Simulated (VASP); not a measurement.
# BeH (Pnma) in VASP: relaxation of cell and atoms with PBE

Aim: the relaxation of cell and atoms of BeH with PBE.

All numbers are computed with VASP 6.6.1; they aren't measurements. Logs are shortened: lines on timing, memory, paths and dates and some standing lists are left out, and cuts for length are marked.

**1. The cell of the first run**

It takes space group Pnma (No. 62, orthorhombic). The conventional cell has a = 5.989 Å, b = 2.293 Å, c = 3.800 Å, α = 90.00°, β = 90.00°, γ = 90.00°. Within 2.0 Å of Be (site symmetry m) lie 3 H at 1.49 to 1.60 Å. Within 2.0 Å of H (site symmetry m) lie 3 Be at 1.49 to 1.60 Å.

**2. Relaxation of cell and atoms, PBE**

Contents of INCAR:

```
SYSTEM = BeH
PREC = Accurate
ENCUT = 600
EDIFF = 1E-6
ISMEAR = 0
SIGMA = 0.1
LREAL = .FALSE.
LASPH = .TRUE.
NELM = 60
ALGO = Normal
ISIF = 3
LWAVE = .FALSE.
LCHARG = .FALSE.
GGA = PE
IBRION = 2
NSW = 100
EDIFFG = -0.01
```

Contents of KPOINTS:

```
Automatic mesh
0
G
  6 16 10
  0 0 0
```

Contents of POSCAR:

```
BeH
1.0
    5.9889159645      0.0000000000      0.0000000000
    0.0000000000      2.2928982197      0.0000000000
    0.0000000000      0.0000000000      3.7998487955
Be H
4 4
Direct
    0.1387688764      0.2500000000      0.1235138788
    0.3612311236      0.7500000000      0.6235138788
    0.6387688764      0.2500000000      0.3764861212
    0.8612311236      0.7500000000      0.8764861212
    0.8495119258      0.2500000000      0.5844988390
    0.6504880742      0.7500000000      0.0844988390
    0.3495119258      0.2500000000      0.9155011610
    0.1504880742      0.7500000000      0.4155011610
```

Potentials or basis: VASP PAW PBE potentials, release 64 (Be, H).

Command:

```bash
cat potpaw_PBE.64/Be/POTCAR potpaw_PBE.64/H/POTCAR > POTCAR
mpirun -np 1 vasp_std > vasp.out
```

OUTCAR:

```text
SYSTEM = BeH
   PREC = Accurate
   ENCUT = 600
   EDIFF = 1E-6
   ISMEAR = 0
   LREAL = .FALSE.
   LASPH = .TRUE.
   NELM = 60
   ISIF = 3
   GGA = PE
   IBRION = 2
   NSW = 100
   EDIFFG = -0.01

 ion  position               nearest neighbor table
   1  0.139  0.250  0.124-   7 1.49   8 1.60   8 1.60   4 2.23   4 2.23
   2  0.361  0.750  0.624-   8 1.49   7 1.60   7 1.60   3 2.23   3 2.23
   3  0.639  0.250  0.376-   5 1.49   6 1.60   6 1.60   2 2.23   2 2.23
   4  0.861  0.750  0.876-   6 1.49   5 1.60   5 1.60   1 2.23   1 2.23
   5  0.850  0.250  0.584-   3 1.49   4 1.60   4 1.60
   6  0.650  0.750  0.084-   4 1.49   3 1.60   3 1.60
   7  0.350  0.250  0.916-   1 1.49   2 1.60   2 1.60
   8  0.150  0.750  0.416-   2 1.49   1 1.60   1 1.60

  LATTYP: Found a simple orthorhombic cell.
 ALAT       =     2.2928982197
 B/A-ratio  =     1.6572252370
 C/A-ratio  =     2.6119414778

  Lattice vectors:

 A1 = (   0.0000000000,   2.2928982197,   0.0000000000)
 A2 = (   0.0000000000,   0.0000000000,   3.7998487955)
 A3 = (   5.9889159645,   0.0000000000,   0.0000000000)

Analysis of symmetry for initial positions (statically):
=====================================================================
 Subroutine PRICEL returns:
 Original cell was already a primitive cell.

 Routine SETGRP: Setting up the symmetry group for a
 simple orthorhombic supercell.

 Subroutine GETGRP returns: Found  8 space group operations
 (whereof  2 operations were pure point group operations)
 out of a pool of  8 trial point group operations.

The static configuration has the point symmetry S_2 .
 The point group associated with its full space group is D_2h.

Analysis of symmetry for dynamics (positions and initial velocities):
=====================================================================
 Subroutine PRICEL returns:
 Original cell was already a primitive cell.

 Routine SETGRP: Setting up the symmetry group for a
 simple orthorhombic supercell.

 Subroutine GETGRP returns: Found  8 space group operations
 (whereof  2 operations were pure point group operations)
 out of a pool of  8 trial point group operations.

The dynamic configuration has the point symmetry S_2 .
 The point group associated with its full space group is D_2h.

 Subroutine INISYM returns: Found  8 space group operations
 (whereof  2 operations are pure point group operations),
 and found     1 'primitive' translations

----------------------------------------------------------------------------------------

                                     Primitive cell

  volume of cell :      52.1794

  direct lattice vectors                    reciprocal lattice vectors
     5.988915965  0.000000000  0.000000000     0.166975126  0.000000000  0.000000000
     0.000000000  2.292898220  0.000000000     0.000000000  0.436129258  0.000000000
     0.000000000  0.000000000  3.799848795     0.000000000  0.000000000  0.263168366

  length of vectors
     5.988915965  2.292898220  3.799848795     0.166975126  0.436129258  0.263168366

  position of ions in fractional coordinates (direct lattice)
     0.138768876  0.250000000  0.123513879
     0.361231124  0.750000000  0.623513879
     0.638768876  0.250000000  0.376486121
     0.861231124  0.750000000  0.876486121
     0.849511926  0.250000000  0.584498839
     0.650488074  0.750000000  0.084498839
     0.349511926  0.250000000  0.915501161
     0.150488074  0.750000000  0.415501161

  ion indices of the primitive-cell ions
   primitive index   ion index
                 1           1
                 2           2
                 3           3
                 4           4
                 5           5
                 6           6
                 7           7
                 8           8

----------------------------------------------------------------------------------------

 KPOINTS: Automatic mesh

Automatic generation of k-mesh.
 Grid dimensions read from file:
 generate k-points for:    6   16   10

 Generating k-lattice:

  Cartesian coordinates                     Fractional coordinates (reciprocal lattice)
     0.027829188  0.000000000  0.000000000     0.166666667  0.000000000  0.000000000
     0.000000000  0.027258079  0.000000000     0.000000000  0.062500000  0.000000000
     0.000000000  0.000000000  0.026316837     0.000000000  0.000000000  0.100000000

  Length of vectors
     0.027829188  0.027258079  0.026316837

  Shift w.r.t. Gamma in fractional coordinates (k-lattice)
     0.000000000  0.000000000  0.000000000

 Subroutine IBZKPT returns following result:
 ===========================================

 Found    216 irreducible k-points:

 Following reciprocal coordinates:
            Coordinates               Weight
  0.000000  0.000000  0.000000      1.000000
  0.166667  0.000000  0.000000      2.000000
  0.333333  0.000000  0.000000      2.000000
  0.500000  0.000000  0.000000      1.000000
  0.000000  0.062500  0.000000      2.000000
  0.166667  0.062500  0.000000      4.000000
[... 16 lines left out ...]
  0.333333  0.312500  0.000000      4.000000
  0.500000  0.312500  0.000000      2.000000
 [... further k-points ...]
   k-points           NKPTS =    216   k-points in BZ     NKDIM =    216   number of bands    NBANDS=     11
   number of dos      NEDOS =    301   number of ions     NIONS =      8
   total plane-waves  NPLWV =  25920
   dimension x,y,z NGX =    48 NGY =   18 NGZ =   30
   dimension x,y,z NGXF=    96 NGYF=   36 NGZF=   60
   ions per type =               4   4
   NGX,Y,Z   is equivalent  to a cutoff of  13.32, 13.05, 13.13 a.u.
   NGXF,Y,Z  is equivalent  to a cutoff of  26.65, 26.10, 26.25 a.u.
 SYSTEM =  BeH
   PREC   = accura    normal or accurate (medium, high low for compatibility)
   ISTART =      0    job   : 0-new  1-cont  2-samecut
   ICHARG =      2    charge: 1-file 2-atom 10-const
   ISPIN  =      1    spin polarized calculation?
   LNONCOLLINEAR =      F non collinear calculations
   LSORBIT =      F    spin-orbit coupling
   LASPH  =      T    aspherical Exc in radial PAW
   ENCUT  =  600.0 eV  44.10 Ry    6.64 a.u.  11.96  4.58  7.59*2*pi/ulx,y,z
   NELM   =     60;   NELMIN=  2; NELMDL= -5     # of ELM steps
   EDIFF  = 0.1E-05   stopping-criterion for ELM
   LREAL  =      F    real-space projection
   EDIFFG = -.1E-01   stopping-criterion for IOM
   NSW    =    100    number of steps for IOM
   IBRION =      2    ionic relax: 0-MD 1-quasi-New 2-CG
   NFREE  =      1    steps in history (QN), initial steepest desc. (CG)
   ISIF   =      3    stress and relaxation
   ISYM   =      2    0-nonsym 1-usesym 2-fastsym
   POTIM  = 0.5000    time-step for ionic-motion
   TEBEG  =    0.0;   TEEND  =   0.0 temperature during run
   PSTRESS=    0.0 pullay stress
   NELECT =      12.0000    total number of electrons
   NUPDOWN=      -1.0000    fix difference up-down
   EMIN   =  10.00;   EMAX   =-10.00  energy-range for DOS
   EFERMI =   0.00;   METHOD = LEGACY
   ISMEAR =     0;   SIGMA  =   0.10  broadening in eV -4-tet -1-fermi 0-gaus
   EFERMI_NEDOS =   21; number of points for ismear=-14 and -15
   IALGO  =     38    algorithm
   IMIX   =      4    mixing-type and parameters
     AMIX     =   0.40;   BMIX     =  1.00
     AMIX_MAG =   1.60;   BMIX_MAG =  1.00
  volume/ion in A,a.u.               =       6.52        44.02
  Fermi-wavevector in a.u.,A,eV,Ry     =   1.003003  1.895400 13.687660  1.006015
  Thomas-Fermi vector in A             =   2.135527
   LORBIT       =      0    0 simple, 1 ext, 2 COOP (PROOUT), +10 PAW based schemes
   GGA     = PE    functional components
   LHFCALC =     F    Hartree Fock is set to
   AEXX    =    0.0000 exact exchange contribution
   IVDW    =     0    specifies the selected vdW correction
   LEPSILON=     F    determine dielectric tensor
   LRPA    =     F    only Hartree local field effects (RPA)
 conjugate gradient relaxation of ions
 non-spin polarized calculation
 Gauss-broadening in eV      SIGMA  =   0.10
  energy-cutoff  :      600.00
  volume of cell :       52.18
 maximum number of plane-waves:      1772
 NGX is ok and might be reduce to    48
   NGX = 23   NGY =  9   NGZ = 15

--------------------------------------- Ionic step        1  -------------------------------------------

 number of electron      12.0000002 magnetization

 Free energy of the ion-electron system (eV)
  ---------------------------------------------------
  ext. energy  EPLUGINS =         0.00000000
  ---------------------------------------------------
  free energy    TOTEN  =       -26.45815566 eV

  energy without entropy =      -26.45414836  energy(sigma->0) =      -26.45615201

------------------------ aborting loop because EDIFF is reached ----------------------------------------

  FORCE on cell =-STRESS in cart. coord.  units (eV):
  Direction    XX          YY          ZZ          XY          YZ          ZX
  --------------------------------------------------------------------------------------
  -------------------------------------------------------------------------------------
  Total        0.1089218     -0.0827783     -0.1993617      0.0000000     -0.0000000      0.0000000
  in kB        3.3444608     -2.5417208     -6.1214322      0.0000000     -0.0000000      0.0000000
  external PRESSURE =      -1.7728974 kB  Pullay stress =       0.0000000 kB
[... 237 lines left out ...]
  energy  without entropy=      -26.4566053118  energy(sigma->0) =      -26.45843361

--------------------------------------- Ionic step        7  -------------------------------------------

 number of electron      12.0000002 magnetization

 Free energy of the ion-electron system (eV)
  ---------------------------------------------------
  ext. energy  EPLUGINS =         0.00000000
  ---------------------------------------------------
  free energy    TOTEN  =       -26.46029070 eV

  energy without entropy =      -26.45664737  energy(sigma->0) =      -26.45846903

 E-fermi :   4.8827     XC(G=0):  -9.8348

 val. band max:        4.8612373948   @ k =   0.1667   0.3750   0.5000
 cond. band min:       4.9200238566   @ k =   0.3333   0.4375   0.1000
 fundamental gap:      0.0587864618
 Fermi energy:         4.8826876812

 k-point     1 :       0.0000    0.0000    0.0000
  band No.  band energies     occupation
      1      -7.5286      2.00000
      2      -5.0749      2.00000
      3      -3.6917      2.00000
      4      -0.9364      2.00000
      5       0.3728      2.00000
      6       3.7972      2.00000
      7       6.3504      0.00000
      8       6.5799      0.00000
      9       7.5495      0.00000
     10       8.5935      0.00000
     11       9.7871      0.00000
[... 309 lines left out ...]
 k-point    24 :       0.5000    0.3125    0.0000
  band No.  band energies     occupation
      1      -4.6417      2.00000
      2      -4.6417      2.00000
      3      -0.3200      2.00000
      4      -0.3200      2.00000
      5       3.6901      2.00000
      6       3.6901      2.00000
      7       6.8204      0.00000
      8       6.8204      0.00000
      9       8.4001      0.00000
     10       8.4001      0.00000
     11      11.2651      0.00000

 [... further k-points ...]

------------------------ aborting loop because EDIFF is reached ----------------------------------------

  FORCE on cell =-STRESS in cart. coord.  units (eV):
  Direction    XX          YY          ZZ          XY          YZ          ZX
  --------------------------------------------------------------------------------------
  -------------------------------------------------------------------------------------
  Total       -0.0217213     -0.0309165     -0.0143512      0.0000000     -0.0000000      0.0000000
  in kB       -0.6673799     -0.9499002     -0.4409364      0.0000000     -0.0000000      0.0000000
  external PRESSURE =      -0.6860722 kB  Pullay stress =       0.0000000 kB
[... 23 lines left out ...]
  FREE ENERGIE OF THE ION-ELECTRON SYSTEM (eV)
  ---------------------------------------------------
  free  energy   TOTEN  =       -26.4602907016 eV

  energy  without entropy=      -26.4566473655  energy(sigma->0) =      -26.45846903

 reached required accuracy - stopping structural energy minimisation
```

Wall time 5.6 min (1 thread of Intel Xeon 8259CL, shared host); peak memory 0.27 GiB.

Results:

| Property | Result |
| --- | --- |
| Free energy | -26.4603 eV |
| Relaxed volume | 6.52 Å³/atom |
| Relaxed cell | a = 6.036 Å, b = 2.287 Å, c = 3.777 Å, α = 90.00°, β = 90.00°, γ = 90.00° |
| Space group after relaxing (to 0.1 Å) | Pnma (No. 62) |
| Energy gained by relaxing | 0.3 meV/atom |
| Ionic steps | 7 |
| Pressure after relaxing | -0.1 GPa |
| Largest force after relaxing | 0.010 eV/Å |
| Band gap on the k mesh | zero (bands 6 and 7 overlap by 3.05 eV) |

Forces on the atoms (eV/Å):
```
Be  -0.003  0.000  0.009
Be   0.003  0.000  0.009
Be  -0.003  0.000 -0.009
Be   0.003  0.000 -0.009
H   -0.007  0.000  0.002
H    0.007  0.000  0.002
H   -0.007  0.000 -0.002
H    0.007  0.000 -0.002
```

The path:
```
step  energy change (eV)  largest force (eV/Å)  pressure (GPa)  volume (Å³)
   1              0.0000                0.0360           -0.18        52.18
   2             -0.0006                0.0265           -0.07        52.12
   3             -0.0015                0.0210            0.24        51.96
   4             -0.0020                0.0138            0.09        52.03
   5             -0.0020                0.0207            0.04        52.06
   6             -0.0021                0.0120           -0.02        52.11
   7             -0.0021                0.0096           -0.07        52.15
```

Final structure:
```
Be H
1.0
     6.03575    0.00000    0.00000
     0.00000    2.28737    0.00000
     0.00000    0.00000    3.77707
Be H
4 4
Direct
  0.13831 0.25000 0.12250
  0.36169 0.75000 0.62250
  0.63831 0.25000 0.37750
  0.86169 0.75000 0.87750
  0.84875 0.25000 0.58149
  0.65125 0.75000 0.08149
  0.34875 0.25000 0.91851
  0.15125 0.75000 0.41851
```

Levels at points of the mesh, in eV from the Fermi level:
```
           k point  band 3  band 4  band 5  band 6  band 7  band 8  band 9  band 10
(0.00, 0.00, 0.00)   -8.57   -5.82   -4.51   -1.09    1.47    1.70    2.67     3.71
(0.50, 0.00, 0.00)   -6.47   -6.47   -3.42   -3.42    0.64    0.64    4.55     4.55
(0.00, 0.50, 0.00)   -6.12   -6.12    1.33    1.33    2.00    2.00    2.23     2.23
(0.50, 0.50, 0.00)   -6.69   -6.69    1.68    1.68    1.68    1.68    3.68     3.68
(0.00, 0.00, 0.50)   -8.19   -8.19   -5.19   -5.19    4.24    4.24    4.90     4.90
(0.50, 0.00, 0.50)   -8.96   -8.96   -3.83   -3.83    0.78    0.78    7.87     7.87
(0.00, 0.50, 0.50)   -5.27   -5.27   -1.71   -1.71   -0.83   -0.83    2.32     2.32
(0.50, 0.50, 0.50)   -5.90   -5.90   -1.37   -1.37   -1.37   -1.37    3.88     3.88
```
